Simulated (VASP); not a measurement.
# SiO2 (P6_422) in VASP: a series of runs

SiO2 is run at these levels: PBEsol; tasks: single point.

Everything below comes from runs of VASP 6.6.1. Logs are shortened: lines on timing, memory, paths and dates and some standing lists are left out, and cuts for length are marked.

### 1 The cell of the first run

It takes space group P6_422 (No. 181, hexagonal). Conventional cell: a = 5.061 Å, b = 5.061 Å, c = 5.541 Å, α = 90.00°, β = 90.00°, γ = 120.00°. Within 2.1 Å of Si (site symmetry 222) lie 4 O at 1.61 Å. O (site symmetry 2) has 2 Si at 1.61 Å within 2.1 Å.

### 2 Single point, PBEsol

INCAR reads:

```
PREC = Accurate
ENCUT = 600
EDIFF = 1E-6
ISMEAR = 0
SIGMA = 0.1
LREAL = F
LASPH = T
NELM = 120
ALGO = Normal
ISIF = 2
LWAVE = F
LCHARG = T
GGA = PS
LELF = T
LVHAR = T
NBANDS = 34
GGA_COMPAT = F
```

KPOINTS reads:

```
regular mesh
0
Gamma
  6 6 4
```

POSCAR reads:

```
SiO2
1.0
    5.0605222284      0.0000000000      0.0000000000
   -2.5302611142      4.3825408062      0.0000000000
    0.0000000000      0.0000000000      5.5413533100
Si O
3 6
Direct
    0.0000000000      0.5000000000      0.3333333300
    0.5000000000      0.5000000000      0.6666666700
    0.5000000000      0.0000000000      0.0000000000
    0.5827892600      0.7913946300      0.8333333300
    0.7913946300      0.5827892600      0.5000000000
    0.7913946300      0.2086053700      0.1666666700
    0.4172107400      0.2086053700      0.8333333300
    0.2086053700      0.4172107400      0.5000000000
    0.2086053700      0.7913946300      0.1666666700
```

Potentials or basis: VASP PAW PBE potentials, release 64 (Si, O).

Run with:

```sh
$ cat potpaw_PBE.64/Si/POTCAR potpaw_PBE.64/O/POTCAR > POTCAR
$ mpirun -np 1 vasp_std > vasp.out
```

OUTCAR:

```text
PREC = Accurate
   ENCUT = 600
   EDIFF = 1E-6
   ISMEAR = 0
   LREAL = F
   LASPH = T
   NELM = 120
   ISIF = 2
   GGA = PS

 ion  position               nearest neighbor table
   1  0.000  0.500  0.333-   6 1.61   9 1.61   8 1.61   5 1.61   3 3.13   3 3.13   2 3.13   2 3.13

   2  0.500  0.500  0.667-   4 1.61   7 1.61   5 1.61   8 1.61   3 3.13   3 3.13   1 3.13   1 3.13

   3  0.500  0.000  0.000-   4 1.61   6 1.61   7 1.61   9 1.61   1 3.13   2 3.13   2 3.13   1 3.13

   4  0.583  0.791  0.833-   2 1.61   3 1.61
   5  0.791  0.583  0.500-   1 1.61   2 1.61
   6  0.791  0.209  0.167-   1 1.61   3 1.61
   7  0.417  0.209  0.833-   2 1.61   3 1.61
   8  0.209  0.417  0.500-   1 1.61   2 1.61
   9  0.209  0.791  0.167-   1 1.61   3 1.61

  LATTYP: Found a hexagonal cell.
 ALAT       =     5.0605222284
 C/A-ratio  =     1.0950160991

  Lattice vectors:

 A1 = (   5.0605222284,   0.0000000000,   0.0000000000)
 A2 = (  -2.5302611142,   4.3825408062,   0.0000000000)
 A3 = (   0.0000000000,   0.0000000000,   5.5413533100)

Analysis of symmetry for initial positions (statically):
=====================================================================
 Subroutine PRICEL returns:
 Original cell was already a primitive cell.

 Routine SETGRP: Setting up the symmetry group for a
 hexagonal supercell.

 Subroutine GETGRP returns: Found 12 space group operations
 (whereof  4 operations were pure point group operations)
 out of a pool of 24 trial point group operations.

The static configuration has the point symmetry D_2 .
 The point group associated with its full space group is D_6 .

Analysis of symmetry for dynamics (positions and initial velocities):
=====================================================================
 Subroutine PRICEL returns:
 Original cell was already a primitive cell.

 Routine SETGRP: Setting up the symmetry group for a
 hexagonal supercell.

 Subroutine GETGRP returns: Found 12 space group operations
 (whereof  4 operations were pure point group operations)
 out of a pool of 24 trial point group operations.

The dynamic configuration has the point symmetry D_2 .
 The point group associated with its full space group is D_6 .

 Subroutine INISYM returns: Found 12 space group operations
 (whereof  4 operations are pure point group operations),
 and found     1 'primitive' translations

----------------------------------------------------------------------------------------

                                     Primitive cell

  volume of cell :     122.8958

  direct lattice vectors                    reciprocal lattice vectors
     5.060522228  0.000000000  0.000000000     0.197608064  0.114089069  0.000000000
    -2.530261114  4.382540806  0.000000000     0.000000000  0.228178138  0.000000000
     0.000000000  0.000000000  5.541353310     0.000000000  0.000000000  0.180461332

  length of vectors
     5.060522228  5.060522228  5.541353310     0.228178138  0.228178138  0.180461332

  position of ions in fractional coordinates (direct lattice)
     0.000000000  0.500000000  0.333333330
     0.500000000  0.500000000  0.666666670
     0.500000000  0.000000000  0.000000000
     0.582789260  0.791394630  0.833333330
     0.791394630  0.582789260  0.500000000
     0.791394630  0.208605370  0.166666670
     0.417210740  0.208605370  0.833333330
     0.208605370  0.417210740  0.500000000
     0.208605370  0.791394630  0.166666670

  ion indices of the primitive-cell ions
   primitive index   ion index
                 1           1
                 2           2
                 3           3
                 4           4
                 5           5
                 6           6
                 7           7
                 8           8
                 9           9

----------------------------------------------------------------------------------------

 KPOINTS: regular mesh

Automatic generation of k-mesh.
 Grid dimensions read from file:
 generate k-points for:    6    6    4

 Generating k-lattice:

  Cartesian coordinates                     Fractional coordinates (reciprocal lattice)
     0.032934677  0.019014845  0.000000000     0.166666667  0.000000000  0.000000000
     0.000000000  0.038029690  0.000000000     0.000000000  0.166666667  0.000000000
     0.000000000  0.000000000  0.045115333     0.000000000  0.000000000  0.250000000

  Length of vectors
     0.038029690  0.038029690  0.045115333

  Shift w.r.t. Gamma in fractional coordinates (k-lattice)
     0.000000000  0.000000000  0.000000000

 Subroutine IBZKPT returns following result:
 ===========================================

 Found     21 irreducible k-points:

 Following reciprocal coordinates:
            Coordinates               Weight
  0.000000  0.000000  0.000000      1.000000
  0.166667  0.000000  0.000000      6.000000
  0.333333  0.000000  0.000000      6.000000
  0.500000  0.000000  0.000000      3.000000
  0.166667  0.166667  0.000000      6.000000
  0.333333  0.166667  0.000000     12.000000
[... 13 lines left out ...]
  0.333333  0.166667  0.500000     12.000000
  0.333333  0.333333  0.500000      2.000000
   k-points           NKPTS =     21   k-points in BZ     NKDIM =     21   number of bands    NBANDS=     34
   number of dos      NEDOS =    301   number of ions     NIONS =      9
   total plane-waves  NPLWV =  76800
   dimension x,y,z NGX =    40 NGY =   40 NGZ =   48
   dimension x,y,z NGXF=    80 NGYF=   80 NGZF=   96
   ions per type =               3   6
   NGX,Y,Z   is equivalent  to a cutoff of  13.14, 13.14, 14.40 a.u.
   NGXF,Y,Z  is equivalent  to a cutoff of  26.28, 26.28, 28.80 a.u.
 SYSTEM =  unknown system
   PREC   = accura    normal or accurate (medium, high low for compatibility)
   ISTART =      0    job   : 0-new  1-cont  2-samecut
   ICHARG =      2    charge: 1-file 2-atom 10-const
   ISPIN  =      1    spin polarized calculation?
   LNONCOLLINEAR =      F non collinear calculations
   LSORBIT =      F    spin-orbit coupling
   LASPH  =      T    aspherical Exc in radial PAW
   ENCUT  =  600.0 eV  44.10 Ry    6.64 a.u.  10.11 10.11 11.07*2*pi/ulx,y,z
   NELM   =    120;   NELMIN=  2; NELMDL= -5     # of ELM steps
   EDIFF  = 0.1E-05   stopping-criterion for ELM
   LREAL  =      F    real-space projection
   EDIFFG = 0.1E-04   stopping-criterion for IOM
   NSW    =      0    number of steps for IOM
   IBRION =     -1    ionic relax: 0-MD 1-quasi-New 2-CG
   NFREE  =      0    steps in history (QN), initial steepest desc. (CG)
   ISIF   =      2    stress and relaxation
   ISYM   =      2    0-nonsym 1-usesym 2-fastsym
   POTIM  = 0.5000    time-step for ionic-motion
   TEBEG  =    0.0;   TEEND  =   0.0 temperature during run
   PSTRESS=    0.0 pullay stress
   NELECT =      48.0000    total number of electrons
   NUPDOWN=      -1.0000    fix difference up-down
   EMIN   =  10.00;   EMAX   =-10.00  energy-range for DOS
   EFERMI =   0.00;   METHOD = LEGACY
   ISMEAR =     0;   SIGMA  =   0.10  broadening in eV -4-tet -1-fermi 0-gaus
   EFERMI_NEDOS =   21; number of points for ismear=-14 and -15
   IALGO  =     38    algorithm
   IMIX   =      4    mixing-type and parameters
     AMIX     =   0.40;   BMIX     =  1.00
     AMIX_MAG =   1.60;   BMIX_MAG =  1.00
  volume/ion in A,a.u.               =      13.66        92.15
  Fermi-wavevector in a.u.,A,eV,Ry     =   1.196675  2.261388 19.483963  1.432031
  Thomas-Fermi vector in A             =   2.332609
   LORBIT       =      0    0 simple, 1 ext, 2 COOP (PROOUT), +10 PAW based schemes
   GGA     = PS    functional components
   LHFCALC =     F    Hartree Fock is set to
   AEXX    =    0.0000 exact exchange contribution
   IVDW    =     0    specifies the selected vdW correction
   LEPSILON=     F    determine dielectric tensor
   LRPA    =     F    only Hartree local field effects (RPA)
 non-spin polarized calculation
 Gauss-broadening in eV      SIGMA  =   0.10
  energy-cutoff  :      600.00
  volume of cell :      122.90
 maximum number of plane-waves:      4138
   NGX = 21   NGY = 21   NGZ = 23

 number of electron      47.9999982 magnetization

 Free energy of the ion-electron system (eV)
  ---------------------------------------------------
  ext. energy  EPLUGINS =         0.00000000
  ---------------------------------------------------
  free energy    TOTEN  =       -73.96195714 eV

  energy without entropy =      -73.96195714  energy(sigma->0) =      -73.96195714

 E-fermi :   0.9403     XC(G=0):  -8.8984

 val. band max:        0.4468545055   @ k =   0.5000   0.0000   0.0000
 cond. band min:       6.0759175862   @ k =   0.0000   0.0000   0.0000
 fundamental gap:      5.6290630808
 Fermi energy:         0.9402783600

 k-point     1 :       0.0000    0.0000    0.0000
  band No.  band energies     occupation
      1     -18.9270      2.00000
      2     -17.4477      2.00000
      3     -17.4477      2.00000
      4     -16.8401      2.00000
      5     -16.7859      2.00000
      6     -16.7859      2.00000
[... 26 lines left out ...]
     33      13.5023      0.00000
     34      13.5041      0.00000

 k-point     2 :       0.1667    0.0000    0.0000
  band No.  band energies     occupation
      1     -18.8521      2.00000
      2     -17.5518      2.00000
      3     -17.4417      2.00000
      4     -16.8380      2.00000
      5     -16.7966      2.00000
      6     -16.7931      2.00000
[... 26 lines left out ...]
     33      13.3171      0.00000
     34      13.6362      0.00000

 k-point     3 :       0.3333    0.0000    0.0000
  band No.  band energies     occupation
      1     -18.6507      2.00000
      2     -17.8147      2.00000
      3     -17.4293      2.00000
      4     -16.8333      2.00000
      5     -16.8129      2.00000
      6     -16.8079      2.00000
[... 26 lines left out ...]
     33      12.6954      0.00000
     34      12.9456      0.00000

 k-point     4 :       0.5000    0.0000    0.0000
  band No.  band energies     occupation
      1     -18.4765      2.00000
      2     -18.0204      2.00000
      3     -17.4229      2.00000
      4     -16.8304      2.00000
      5     -16.8195      2.00000
      6     -16.8154      2.00000
[... 26 lines left out ...]
     33      12.2550      0.00000
     34      12.4365      0.00000

 k-point     5 :       0.1667    0.1667    0.0000
  band No.  band energies     occupation
      1     -18.7116      2.00000
      2     -17.7333      2.00000
      3     -17.4392      2.00000
      4     -16.8344      2.00000
      5     -16.8109      2.00000
      6     -16.8007      2.00000
[... 510 lines left out ...]
 k-point    19 :       0.1667    0.1667    0.5000
  band No.  band energies     occupation
      1     -18.4541      2.00000
      2     -18.2599      2.00000
      3     -17.1720      2.00000
      4     -16.8306      2.00000
      5     -16.8068      2.00000
      6     -16.7945      2.00000
[... 26 lines left out ...]
     33      12.1180      0.00000
     34      12.5809      0.00000

 k-point    20 :       0.3333    0.1667    0.5000
  band No.  band energies     occupation
      1     -18.4317      2.00000
      2     -18.0137      2.00000
      3     -17.4904      2.00000
      4     -16.8447      2.00000
      5     -16.8178      2.00000
      6     -16.8036      2.00000
[... 26 lines left out ...]
     33      11.7037      0.00000
     34      11.9437      0.00000

 k-point    21 :       0.3333    0.3333    0.5000
  band No.  band energies     occupation
      1     -18.4216      2.00000
      2     -17.7624      2.00000
      3     -17.7624      2.00000
      4     -16.8515      2.00000
      5     -16.8157      2.00000
      6     -16.8157      2.00000
[... 26 lines left out ...]
     33      11.8064      0.00000
     34      11.8233      0.00000

------------------------ aborting loop because EDIFF is reached ----------------------------------------

  FORCE on cell =-STRESS in cart. coord.  units (eV):
  Direction    XX          YY          ZZ          XY          YZ          ZX
  --------------------------------------------------------------------------------------
  -------------------------------------------------------------------------------------
  Total        2.1516159      2.1516159      2.1039139     -0.0000000      0.0000000      0.0000000
  in kB       28.0503432     28.0503432     27.4284586     -0.0000000      0.0000000      0.0000000
  external PRESSURE =      27.8430483 kB  Pullay stress =       0.0000000 kB

 VOLUME and BASIS-vectors are now :
 -----------------------------------------------------------------------------
  energy-cutoff  :      600.00
  volume of cell :      122.90
      direct lattice vectors                 reciprocal lattice vectors
     5.060522228  0.000000000  0.000000000     0.197608064  0.114089069  0.000000000
    -2.530261114  4.382540806  0.000000000     0.000000000  0.228178138  0.000000000
     0.000000000  0.000000000  5.541353310     0.000000000  0.000000000  0.180461332

 POSITION                                       TOTAL-FORCE (eV/Angst)
 -----------------------------------------------------------------------------------
     -1.26513      2.19127      1.84712        -0.000000      0.000000      0.000000
      1.26513      2.19127      3.69424        -0.000000      0.000000      0.000000
      2.53026      0.00000      0.00000        -0.000000      0.000000      0.000000
      0.94678      3.46832      4.61779         0.142597      0.082329     -0.000000
      2.53026      2.55410      2.77068        -0.000000      0.164657      0.000000
      3.47704      0.91422      0.92356         0.142597     -0.082329     -0.000000
      1.58348      0.91422      4.61779        -0.142597     -0.082329     -0.000000
      0.00000      1.82844      2.77068        -0.000000     -0.164657     -0.000000
     -0.94678      3.46832      0.92356        -0.142597      0.082329      0.000000
 -----------------------------------------------------------------------------------
    total drift:                                0.000000     -0.000000     -0.000069

  FREE ENERGIE OF THE ION-ELECTRON SYSTEM (eV)
  ---------------------------------------------------
  free  energy   TOTEN  =       -73.9619571386 eV

  energy  without entropy=      -73.9619571386  energy(sigma->0) =      -73.96195714
```

Wall time 58 s (1 thread of Oxide Virtual Turin-like, shared host); peak memory 0.25 GiB.

What came out:

* Free energy: -73.9620 eV
* Pressure: 2.8 GPa
* Largest force: 0.165 eV/Å
* Band gap on the k mesh: 5.63 eV (least direct gap 5.82 eV)

Forces on the atoms (eV/Å):
```
Si   0.000  0.000  0.000
Si   0.000  0.000  0.000
Si   0.000  0.000  0.000
O    0.143  0.082  0.000
O    0.000  0.165  0.000
O    0.143 -0.082  0.000
O   -0.143 -0.082  0.000
O    0.000 -0.165  0.000
O   -0.143  0.082  0.000
```

Levels at points of the mesh, in eV from the valence-band top:
```csv
k point,band 22,band 23,band 24,band 25,band 26,band 27
"(0.00, 0.00, 0.00)",-0.47,-0.47,-0.19,5.63,8.86,8.86
"(0.50, 0.00, 0.00)",-1.01,-0.35,0.00,7.67,8.51,9.55
"(0.00, 0.00, 0.50)",-0.29,0.00,0.00,7.46,7.46,8.36
"(0.50, 0.00, 0.50)",-0.74,-0.70,-0.34,8.56,9.04,9.20
```

Caveat: the PAW data sets were made with another functional, which shifts forces and pressure a little. A k mesh can miss the band edges.

### 3 Single point, PBEsol

This run uses another cell than the first one, of 13.80 Å³/atom.

INCAR reads:

```
ALGO = Normal
EDIFF = 1E-6
ENCUT = 600
GGA = PS
GGA_COMPAT = F
ISIF = 2
ISMEAR = 0
LASPH = T
LCHARG = F
LREAL = F
LWAVE = F
NBANDS = 34
NELM = 120
PREC = Accurate
SIGMA = 0.02
```

KPOINTS reads:

```
k-points
0
Gamma
  6 6 4
```

POSCAR reads:

```
SiO2
1.0
    5.0802227336      0.0000000000      0.0000000000
   -2.5401113668      4.3996019442      0.0000000000
    0.0000000000      0.0000000000      5.5583697494
Si O
3 6
Direct
    0.0000000000      0.5000000000      0.3333333333
    0.5000000000      0.5000000000      0.6666666667
    0.5000000000      0.0000000000      0.0000000000
    0.5845091975      0.7922545988      0.8333333333
    0.7922545988      0.5845091975      0.5000000000
    0.7922545988      0.2077454012      0.1666666667
    0.4154908025      0.2077454012      0.8333333333
    0.2077454012      0.4154908025      0.5000000000
    0.2077454012      0.7922545988      0.1666666667
```

Potentials or basis: VASP PAW PBE potentials, release 64 (Si, O).

Run with:

```sh
$ cat potpaw_PBE.64/Si/POTCAR potpaw_PBE.64/O/POTCAR > POTCAR
$ mpirun -np 1 vasp_std > vasp.out
```

It took 2.3 min on 1 thread of Oxide Virtual Turin-like, shared host; peak memory 0.27 GiB.

It converged, with:

* Free energy: -73.9819 eV
* Pressure: 0.3 GPa
* Band gap on the k mesh: 5.55 eV (least direct gap 5.74 eV)

Levels at points of the mesh, in eV from the valence-band top:
| k point | band 21 | band 22 | band 23 | band 24 | band 25 | band 26 | band 27 | band 28 |
| --- | --- | --- | --- | --- | --- | --- | --- | --- |
| (0.00, 0.00, 0.00) | -0.99 | -0.46 | -0.46 | -0.18 | 5.55 | 8.80 | 8.80 | 9.06 |
| (0.50, 0.00, 0.00) | -1.15 | -0.98 | -0.35 | 0.00 | 7.58 | 8.43 | 9.48 | 9.49 |
| (0.00, 0.00, 0.50) | -1.16 | -0.29 | 0.00 | 0.00 | 7.38 | 7.38 | 8.31 | 9.63 |
| (0.50, 0.00, 0.50) | -0.91 | -0.72 | -0.69 | -0.34 | 8.38 | 8.93 | 9.14 | 9.29 |

Caveat: the PAW data sets were made with another functional, which shifts forces and pressure a little. A k mesh can miss the band edges.
